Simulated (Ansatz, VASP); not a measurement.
# HgTe: VASP beside Ansatz

File INCAR:

```
SYSTEM = HgTe
ALGO = Normal ; EDIFF = 1E-6
ENCUT = 520 ; GGA = CA
ISIF = 2 ; ISMEAR = -1
LASPH = .True. ; LCHARG = .False.
LREAL = .False. ; LWAVE = .False.
NBANDS = 16 ; NELM = 60
PREC = Accurate ; SIGMA = 0.08
```

Contents of KPOINTS:

```
k-points
0
Gamma
  10 10 10
  0 0 0
```

The input POSCAR:

```
HgTe
1.0
   -0.0876450000      2.8776775000      2.8776775000
    2.8776775000     -0.0876450000      2.8776775000
    2.8776775000      2.8776775000     -0.0876450000
Hg Te
1 1
Direct
    0.0000000000      0.0000000000      0.0000000000
    0.5000000000      0.5000000000      0.5000000000
```

Input for Ansatz:

```yaml
crystal:
  lattice:
    - [-0.087645, 2.8776775, 2.8776775]
    - [2.8776775, -0.087645, 2.8776775]
    - [2.8776775, 2.8776775, -0.087645]
  atoms:
    - { symbol: Hg, position: [0.0, 0.0, 0.0] }
    - { symbol: Te, position: [0.5, 0.5, 0.5] }
kpoints:
  mp_grid: { grid: [10, 10, 10] }
  band_path:
    path:
      - [0.0, 0.0, 0.0]
      - [0.5, 0.5, 0.5]
      - [0.2579113083, 0.5, 0.7420886917]
      - [-0.2579113083, 0.2579113083, 0.5]
      - [0.0, 0.0, 0.5]
      - [0.0, 0.0, 0.0]
      - [-0.3789556542, 0.0, 0.3789556542]
      - [0.0, 0.3789556542, 0.6210443458]
      - [0.0, 0.5, 0.5]
    npoints: 5
scf:
  occupations: { method: fermi_dirac, width: 0.08 }
hamiltonian:
  xc: lda
  pseudopotentials: { kind: all_electron, lapw: { basis_error: 0.001 } }
output:
  forces: true
  stress: true
  eigenvalues: true
```

Change from the starting cell: equal xy, yz and zx shear strains of -3 %.

Alike in both runs: task single point; functional LDA; k mesh 10 × 10 × 10; occupations fermi-dirac, width 0.08 eV; no spin polarisation.

|  | VASP | Ansatz |
| --- | --- | --- |
| version | VASP 6.6.1 | Ansatz 0.2.0 |
| potentials or method | VASP PAW LDA potentials, release 64 (Hg, Te), cutoff 520 eV | all-electron LAPW, scalar-relativistic |

|  | VASP | Ansatz | Ansatz less VASP |
| --- | --- | --- | --- |
| pressure (GPa) | 4.4 | 3.9 | -0.54 |
| traceless stress, the component that is largest in VASP (GPa) | 0.56 | 0.57 | +0.008 |

LDA's correlation is that of Perdew and Zunger in VASP and of Perdew and Wang (1992) in Ansatz. Ansatz ran all-electron here, and VASP with PAW potentials.

Neither program's run includes spin-orbit coupling.
